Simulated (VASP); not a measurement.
# Al2H (I4/mmm) in VASP: notebook

The runs below take Al2H through single point, relaxation of cell and atoms, with PBE.

All numbers are computed with VASP 6.6.1; they aren't measurements. Logs are shortened: lines on timing, memory, paths and dates and some standing lists are left out, and cuts for length are marked.

## Step 1: The cell of the first run

It takes space group I4/mmm (No. 139, tetragonal). Conventional cell: a = 3.854 Å, b = 3.854 Å, c = 6.414 Å, α = 90.00°, β = 90.00°, γ = 90.00°. Al (site symmetry 4mm) has 1 H at 1.72 Å within 2.3 Å. H (site symmetry 4/mmm) has 2 Al at 1.72 Å within 2.3 Å.

## Step 2: Single point, PBE

File INCAR:

```
PREC = Accurate ; ENCUT = 520
EDIFF = 1E-6 ; ISMEAR = 0
SIGMA = 0.1 ; LREAL = False
LASPH = True ; NELM = 100
ALGO = Normal ; ISIF = 2
LWAVE = False ; LCHARG = True
GGA = PE ; LELF = True
LVHAR = True ; NBANDS = 10
```

File KPOINTS:

```
regular mesh
0
Gamma
  6 6 6
```

File POSCAR:

```
Al2H
1.0
   -1.9268940558      1.9268940558      3.2067603281
    1.9268940558     -1.9268940558      3.2067603281
    1.9268940558      1.9268940558     -3.2067603281
Al H
2 1
Direct
    0.7321441543      0.7321441543      0.0000000000
    0.2678558457      0.2678558457      0.0000000000
    0.0000000000      0.0000000000      0.0000000000
```

Potentials or basis: VASP PAW PBE potentials, release 64 (Al, H).

Command:

```sh
cat potpaw_PBE.64/Al/POTCAR potpaw_PBE.64/H/POTCAR > POTCAR
mpirun -np 1 vasp_std > vasp.out
```

OUTCAR:

```text
PREC = Accurate
   ENCUT = 520
   EDIFF = 1E-6
   ISMEAR = 0
   LREAL = False
   LASPH = True
   NELM = 100
   ISIF = 2
   GGA = PE

 ion  position               nearest neighbor table
   1  0.732  0.732  0.000-   3 1.72   2 2.73   2 2.73   2 2.73   2 2.73   2 2.98
   2  0.268  0.268  0.000-   3 1.72   1 2.73   1 2.73   1 2.73   1 2.73   1 2.98
   3  0.000  0.000  0.000-   1 1.72   2 1.72

  LATTYP: Found a body centered tetragonal cell.
 ALAT       =     3.8537881116
 C/A-ratio  =     1.6642120611

  Lattice vectors:

 A1 = (  -1.9268940558,   1.9268940558,   3.2067603281)
 A2 = (   1.9268940558,  -1.9268940558,   3.2067603281)
 A3 = (   1.9268940558,   1.9268940558,  -3.2067603281)

Analysis of symmetry for initial positions (statically):
=====================================================================
 Subroutine PRICEL returns:
 Original cell was already a primitive cell.

 Routine SETGRP: Setting up the symmetry group for a
 body centered tetragonal supercell.

 Subroutine GETGRP returns: Found 16 space group operations
 (whereof 16 operations were pure point group operations)
 out of a pool of 16 trial point group operations.

The static configuration has the point symmetry D_4h.

Analysis of symmetry for dynamics (positions and initial velocities):
=====================================================================
 Subroutine PRICEL returns:
 Original cell was already a primitive cell.

 Routine SETGRP: Setting up the symmetry group for a
 body centered tetragonal supercell.

 Subroutine GETGRP returns: Found 16 space group operations
 (whereof 16 operations were pure point group operations)
 out of a pool of 16 trial point group operations.

The dynamic configuration has the point symmetry D_4h.

 Subroutine INISYM returns: Found 16 space group operations
 (whereof 16 operations are pure point group operations),
 and found     1 'primitive' translations

----------------------------------------------------------------------------------------

                                     Primitive cell

  volume of cell :      47.6258

  direct lattice vectors                    reciprocal lattice vectors
    -1.926894056  1.926894056  3.206760328     0.000000000  0.259484946  0.155920602
     1.926894056 -1.926894056  3.206760328     0.259484946  0.000000000  0.155920602
     1.926894056  1.926894056 -3.206760328     0.259484946  0.259484946  0.000000000

  length of vectors
     4.208224472  4.208224472  4.208224472     0.302727057  0.302727057  0.366967130

  position of ions in fractional coordinates (direct lattice)
     0.732144154  0.732144154  0.000000000
     0.267855846  0.267855846  0.000000000
     0.000000000  0.000000000  0.000000000

  ion indices of the primitive-cell ions
   primitive index   ion index
                 1           1
                 2           2
                 3           3

----------------------------------------------------------------------------------------

 KPOINTS: regular mesh

Automatic generation of k-mesh.
 Grid dimensions read from file:
 generate k-points for:    6    6    6

 Generating k-lattice:

  Cartesian coordinates                     Fractional coordinates (reciprocal lattice)
     0.000000000  0.043247491  0.025986767     0.166666667  0.000000000  0.000000000
     0.043247491  0.000000000  0.025986767     0.000000000  0.166666667  0.000000000
     0.043247491  0.043247491  0.000000000     0.000000000  0.000000000  0.166666667

  Length of vectors
     0.050454510  0.050454510  0.061161188

  Shift w.r.t. Gamma in fractional coordinates (k-lattice)
     0.000000000  0.000000000  0.000000000

 Subroutine IBZKPT returns following result:
 ===========================================

 Found     30 irreducible k-points:

 Following reciprocal coordinates:
            Coordinates               Weight
  0.000000  0.000000  0.000000      1.000000
  0.166667  0.000000 -0.000000      8.000000
  0.333333  0.000000  0.000000      8.000000
  0.500000  0.000000 -0.000000      4.000000
  0.166667  0.166667 -0.000000      8.000000
  0.333333  0.166667 -0.000000     16.000000
[... 16 lines left out ...]
 -0.333333 -0.333333  0.166667      8.000000
 -0.166667 -0.333333  0.166667      8.000000
 [... further k-points ...]
   k-points           NKPTS =     30   k-points in BZ     NKDIM =     30   number of bands    NBANDS=     10
   number of dos      NEDOS =    301   number of ions     NIONS =      3
   total plane-waves  NPLWV =  32768
   dimension x,y,z NGX =    32 NGY =   32 NGZ =   32
   dimension x,y,z NGXF=    64 NGYF=   64 NGZF=   64
   ions per type =               2   1
   NGX,Y,Z   is equivalent  to a cutoff of  12.64, 12.64, 12.64 a.u.
   NGXF,Y,Z  is equivalent  to a cutoff of  25.28, 25.28, 25.28 a.u.
 SYSTEM =  unknown system
   PREC   = accura    normal or accurate (medium, high low for compatibility)
   ISTART =      0    job   : 0-new  1-cont  2-samecut
   ICHARG =      2    charge: 1-file 2-atom 10-const
   ISPIN  =      1    spin polarized calculation?
   LNONCOLLINEAR =      F non collinear calculations
   LSORBIT =      F    spin-orbit coupling
   LASPH  =      T    aspherical Exc in radial PAW
   ENCUT  =  520.0 eV  38.22 Ry    6.18 a.u.   7.82  7.82  7.82*2*pi/ulx,y,z
   NELM   =    100;   NELMIN=  2; NELMDL= -5     # of ELM steps
   EDIFF  = 0.1E-05   stopping-criterion for ELM
   LREAL  =      F    real-space projection
   EDIFFG = 0.1E-04   stopping-criterion for IOM
   NSW    =      0    number of steps for IOM
   IBRION =     -1    ionic relax: 0-MD 1-quasi-New 2-CG
   NFREE  =      0    steps in history (QN), initial steepest desc. (CG)
   ISIF   =      2    stress and relaxation
   ISYM   =      2    0-nonsym 1-usesym 2-fastsym
   POTIM  = 0.5000    time-step for ionic-motion
   TEBEG  =    0.0;   TEEND  =   0.0 temperature during run
   PSTRESS=    0.0 pullay stress
   NELECT =       7.0000    total number of electrons
   NUPDOWN=      -1.0000    fix difference up-down
   EMIN   =  10.00;   EMAX   =-10.00  energy-range for DOS
   EFERMI =   0.00;   METHOD = LEGACY
   ISMEAR =     0;   SIGMA  =   0.10  broadening in eV -4-tet -1-fermi 0-gaus
   EFERMI_NEDOS =   21; number of points for ismear=-14 and -15
   IALGO  =     38    algorithm
   IMIX   =      4    mixing-type and parameters
     AMIX     =   0.40;   BMIX     =  1.00
     AMIX_MAG =   1.60;   BMIX_MAG =  1.00
  volume/ion in A,a.u.               =      15.88       107.13
  Fermi-wavevector in a.u.,A,eV,Ry     =   0.863960  1.632647 10.155746  0.746426
  Thomas-Fermi vector in A             =   1.981986
   LORBIT       =      0    0 simple, 1 ext, 2 COOP (PROOUT), +10 PAW based schemes
   GGA     = PE    functional components
   LHFCALC =     F    Hartree Fock is set to
   AEXX    =    0.0000 exact exchange contribution
   IVDW    =     0    specifies the selected vdW correction
   LEPSILON=     F    determine dielectric tensor
   LRPA    =     F    only Hartree local field effects (RPA)
 non-spin polarized calculation
 Gauss-broadening in eV      SIGMA  =   0.10
  energy-cutoff  :      520.00
  volume of cell :       47.63
 maximum number of plane-waves:      1293
   NGX = 15   NGY = 15   NGZ = 15

 number of electron       7.0000000 magnetization

 Free energy of the ion-electron system (eV)
  ---------------------------------------------------
  ext. energy  EPLUGINS =         0.00000000
  ---------------------------------------------------
  free energy    TOTEN  =        -9.67967534 eV

  energy without entropy =       -9.67475167  energy(sigma->0) =       -9.67721350

 E-fermi :   4.5843     XC(G=0):  -9.0751

 val. band max:        4.5659415484   @ k =   0.5000   0.5000   0.5000
 cond. band min:       4.7562324357   @ k =   0.1667   0.0000  -0.0000
 fundamental gap:      0.1902908873
 Fermi energy:         4.5843110528

 k-point     1 :       0.0000    0.0000    0.0000
  band No.  band energies     occupation
      1      -5.1336      2.00000
      2       3.3310      2.00000
      3       6.4406      0.00000
      4       6.4406      0.00000
      5       8.3477      0.00000
      6       8.9481      0.00000
      7       9.1866      0.00000
      8       9.5208      0.00000
      9      10.1634      0.00000
     10      10.1634      0.00000

 k-point     2 :       0.1667    0.0000   -0.0000
  band No.  band energies     occupation
      1      -4.7860      2.00000
      2       2.6126      2.00000
      3       4.7562      0.01504
      4       6.4591      0.00000
      5       7.1446      0.00000
      6       9.0802      0.00000
      7       9.9755      0.00000
      8      10.7649      0.00000
      9      10.8438      0.00000
     10      10.9829      0.00000

 k-point     3 :       0.3333    0.0000    0.0000
  band No.  band energies     occupation
      1      -3.7784      2.00000
      2       0.4939      2.00000
      3       3.7185      2.00000
      4       6.0198      0.00000
      5       6.7266      0.00000
      6       8.8797      0.00000
      7       8.9325      0.00000
      8      10.1305      0.00000
      9      12.6037      0.00000
     10      12.6806      0.00000

 k-point     4 :       0.5000    0.0000   -0.0000
  band No.  band energies     occupation
      1      -2.6579      2.00000
      2      -1.1613      2.00000
      3       3.4662      2.00000
      4       5.6395      0.00000
      5       7.4664      0.00000
      6       7.5315      0.00000
      7       9.1143      0.00000
      8       9.5463      0.00000
      9      14.6975      0.00000
     10      15.2499      0.00000

 k-point     5 :       0.1667    0.1667   -0.0000
  band No.  band energies     occupation
      1      -4.2575      2.00000
      2       1.7192      2.00000
      3       4.2042      2.00000
      4       4.9326      0.00000
      5       6.4975      0.00000
      6       9.0845      0.00000
      7      10.1649      0.00000
      8      10.5683      0.00000
      9      11.0927      0.00000
     10      12.8483      0.00000

 k-point     6 :       0.3333    0.1667   -0.0000
  band No.  band energies     occupation
      1      -3.1194      2.00000
      2       0.0346      2.00000
      3       3.1103      2.00000
      4       4.4148      1.98350
      5       6.6427      0.00000
      6       7.4662      0.00000
      7      10.4233      0.00000
      8      11.8027      0.00000
      9      12.8365      0.00000
     10      13.8139      0.00000
[... 183 lines left out ...]
 k-point    21 :      -0.3333    0.5000    0.1667
  band No.  band energies     occupation
      1      -2.0117      2.00000
      2      -0.5695      2.00000
      3       1.2968      2.00000
      4       3.3206      2.00000
      5       7.7720      0.00000
      6       8.4659      0.00000
      7      11.5759      0.00000
      8      11.6664      0.00000
      9      13.0777      0.00000
     10      14.6719      0.00000

 k-point    22 :      -0.1667    0.5000    0.1667
  band No.  band energies     occupation
      1      -2.7726      2.00000
      2      -0.5623      2.00000
      3       2.1369      2.00000
      4       5.7521      0.00000
      5       5.8821      0.00000
      6       9.6818      0.00000
      7       9.7317      0.00000
      8      11.3994      0.00000
      9      12.8730      0.00000
     10      15.6926      0.00000

 k-point    23 :      -0.3333   -0.3333    0.1667
  band No.  band energies     occupation
      1      -3.1667      2.00000
      2       0.3009      2.00000
      3       2.5966      2.00000
      4       3.3218      2.00000
      5       6.9377      0.00000
      6       9.9383      0.00000
      7      10.2470      0.00000
      8      11.6964      0.00000
      9      13.2780      0.00000
     10      14.4129      0.00000

 k-point    24 :      -0.1667   -0.3333    0.1667
  band No.  band energies     occupation
      1      -4.0386      2.00000
      2       1.1942      2.00000
      3       3.4738      2.00000
      4       5.5098      0.00000
      5       5.5702      0.00000
      6       9.3221      0.00000
      7      10.6313      0.00000
      8      11.4519      0.00000
      9      12.4085      0.00000
     10      13.2711      0.00000

 [... further k-points ...]

------------------------ aborting loop because EDIFF is reached ----------------------------------------

  FORCE on cell =-STRESS in cart. coord.  units (eV):
  Direction    XX          YY          ZZ          XY          YZ          ZX
  --------------------------------------------------------------------------------------
  -------------------------------------------------------------------------------------
  Total       -0.0308420     -0.0308420     -0.0708744      0.0000000      0.0000000     -0.0000000
  in kB       -1.0375553     -1.0375553     -2.3842817      0.0000000      0.0000000     -0.0000000
  external PRESSURE =      -1.4864641 kB  Pullay stress =       0.0000000 kB

 VOLUME and BASIS-vectors are now :
 -----------------------------------------------------------------------------
  energy-cutoff  :      520.00
  volume of cell :       47.63
      direct lattice vectors                 reciprocal lattice vectors
    -1.926894056  1.926894056  3.206760328     0.000000000  0.259484946  0.155920602
     1.926894056 -1.926894056  3.206760328     0.259484946  0.000000000  0.155920602
     1.926894056  1.926894056 -3.206760328     0.259484946  0.259484946  0.000000000

 POSITION                                       TOTAL-FORCE (eV/Angst)
 -----------------------------------------------------------------------------------
      0.00000      0.00000      4.69562         0.000000      0.000000      0.003164
      0.00000      0.00000      1.71790        -0.000000     -0.000000     -0.003164
      0.00000      0.00000      0.00000        -0.000000     -0.000000     -0.000000
 -----------------------------------------------------------------------------------
    total drift:                               -0.000000     -0.000000     -0.000000

  FREE ENERGIE OF THE ION-ELECTRON SYSTEM (eV)
  ---------------------------------------------------
  free  energy   TOTEN  =        -9.6796753359 eV

  energy  without entropy=       -9.6747516675  energy(sigma->0) =       -9.67721350
```

It took 17 s on 1 thread of Intel Xeon 8259CL, shared host; peak memory 0.17 GiB.

Results:

```yaml
Free_energy: -9.6797 eV
Pressure: -0.1 GPa
Largest_force: 0.003 eV/Å
Band_gap_on_the_k_mesh: zero (an odd number of electrons rules out a gap without spin polarisation)
```

Forces on the atoms (eV/Å):
```
Al   0.000  0.000  0.003
Al   0.000  0.000 -0.003
H    0.000  0.000  0.000
```

Stress tensor (GPa, compression positive):
```
-0.10  0.00  0.00
 0.00 -0.10  0.00
 0.00  0.00 -0.24
```

## Step 3: Single point, PBE

This run uses another cell than the first one, of 12.69 Å³/atom.

File INCAR:

```
SYSTEM = Al2H
ALGO     = Normal         ! electronic algorithm
EDIFF    = 1E-6           ! SCF threshold, eV
ENCUT    = 520            ! plane-wave cutoff, eV
GGA      = PE             ! functional
ISIF     = 2              ! what is computed and relaxed
ISMEAR   = 0              ! smearing method
LASPH    = .True.         ! aspherical terms in the spheres
LCHARG   = .False.        ! write CHGCAR
LREAL    = .False.        ! projectors in reciprocal space
LWAVE    = .False.        ! write WAVECAR
NBANDS   = 10             ! bands
NELM     = 60             ! most SCF steps
PREC     = Accurate       ! precision mode
SIGMA    = 0.1            ! smearing width, eV
```

File KPOINTS:

```
k-points
0
Gamma
  8 8 8
  0 0 0
```

File POSCAR:

```
Al2H
1.0
   -1.7968675457      1.7968675457      2.9470475428
    1.7968675457     -1.7968675457      2.9470475428
    1.7968675457      1.7968675457     -2.9470475428
Al H
2 1
Direct
    0.5930000000      0.5930000000      0.0000000000
    0.4070000000      0.4070000000      0.0000000000
    0.0000000000      0.0000000000      0.0000000000
```

Potentials or basis: VASP PAW PBE potentials, release 64 (Al, H).

Command:

```sh
cat potpaw_PBE.64/Al/POTCAR potpaw_PBE.64/H/POTCAR > POTCAR
mpirun -np 1 vasp_std > vasp.out
```

It took 29 s on 1 thread of Intel Xeon 8259CL, shared host; peak memory 0.17 GiB.

The run converged. Its results:

* Free energy: 24.7480 eV
* Pressure: 108.2 GPa
* Largest force: 77.860 eV/Å
* Band gap on the k mesh: zero (an odd number of electrons rules out a gap without spin polarisation)

Forces in eV/Å, atoms in the order of the input:
```
Al    0.000   0.000  77.860
Al    0.000   0.000 -77.860
H     0.000   0.000   0.000
```

Stress tensor (GPa, compression positive):
```
-10.64   0.00   0.00
  0.00 -10.64   0.00
  0.00   0.00 345.75
```

Levels at points of the mesh, in eV from the Fermi level:
| k point | band 1 | band 2 | band 3 | band 4 | band 5 | band 6 | band 7 | band 8 | band 9 |
| --- | --- | --- | --- | --- | --- | --- | --- | --- | --- |
| (0.00, 0.00, 0.00) | -10.25 | 0.86 | 0.86 | 1.78 | 4.98 | 5.00 | 5.16 | 5.16 | 5.47 |
| (0.50, 0.00, 0.00) | -6.67 | -6.50 | 0.75 | 1.16 | 2.10 | 2.15 | 4.88 | 6.27 | 10.64 |
| (0.50, 0.50, 0.00) | -5.45 | -4.40 | -2.48 | -1.92 | -0.10 | 1.04 | 8.17 | 8.42 | 11.81 |
| (0.50, 0.50, 0.50) | -7.00 | -5.03 | -0.83 | -0.83 | -0.44 | 2.48 | 9.78 | 9.78 | 10.87 |

Caveat: atoms lie so close that the PAW spheres overlap strongly, which falsifies energies and pressures; the stress differs along the axes, from -11 to 346 GPa; forces of over 1 eV/Å act on the atoms, so gaps and moduli don't describe the material at rest.

## Step 4: Relaxation of cell and atoms, PBE

This run uses another cell than the first one, of 12.69 Å³/atom.

File INCAR:

```
SYSTEM = Al2H
ALGO = Normal ; EDIFF = 1E-6
EDIFFG = -0.04 ; ENCUT = 600
GGA = PE ; IBRION = 2
ISIF = 3 ; ISMEAR = 0
LASPH = .True. ; LCHARG = .False.
LREAL = .False. ; LWAVE = .False.
NELM = 100 ; NSW = 90
PREC = Accurate ; SIGMA = 0.1
```

File KPOINTS:

```
k-points
0
Gamma
  6 6 6
  0 0 0
```

POSCAR is that of step 3.

Command:

```sh
cat potpaw_PBE.64/Al/POTCAR potpaw_PBE.64/H/POTCAR > POTCAR
mpirun -np 1 vasp_std > vasp.out
```

Run time: 2.1 min. Hardware: 1 thread of Intel Xeon 8259CL, shared host; peak memory 0.18 GiB.

It converged, with:

```
Free energy                           : -10.1889 eV
Relaxed volume                        : 14.75 Å³/atom
Relaxed cell                          : a = 5.814 Å, b = 5.814 Å, c = 5.814 Å, α = 151.64°, β = 151.64°, γ = 40.53°
Space group after relaxing (to 0.1 Å) : I4/mmm (No. 139)
Pressure after relaxing               : -0.1 GPa
Largest force after relaxing          : 0.028 eV/Å
Band gap on the k mesh                : zero (an odd number of electrons rules out a gap without spin polarisation)
```

Forces on the atoms (eV/Å):
```
Al   0.000  0.000 -0.028
Al   0.000  0.000  0.028
H    0.000  0.000  0.000
```

Stress tensor (GPa, compression positive):
```
-0.17  0.00  0.00
 0.00 -0.17  0.00
 0.00  0.00  0.17
```

Final structure:
```
Al H
1.0
    -1.42405    1.42405    5.45410
     1.42405   -1.42405    5.45410
     1.42405    1.42405   -5.45410
Al H
2 1
Direct
  0.16395 0.16395 0.00000
  0.83605 0.83605 0.00000
  0.00000 0.00000 0.00000
```

Levels at points of the mesh, in eV from the Fermi level:
```
           k point  band 1  band 2  band 3  band 4  band 5  band 6
(0.00, 0.00, 0.00)  -10.40   -5.92   -4.75    6.33    6.48    6.82
(0.50, 0.00, 0.00)   -6.50   -5.43   -4.23   -1.16    1.58    2.96
(0.50, 0.50, 0.00)   -4.09   -1.92   -1.69   -0.11    0.22    1.57
(0.50, 0.50, 0.50)   -9.76   -8.33   -0.17    0.78    6.29    6.60
```

Caveat: the volume moved by over 15 % at a fixed basis, so the end points are rough.

(Continued in part 2 of 2.)

The gap in the log of VASP goes by the Fermi energy; the results here count the filled bands.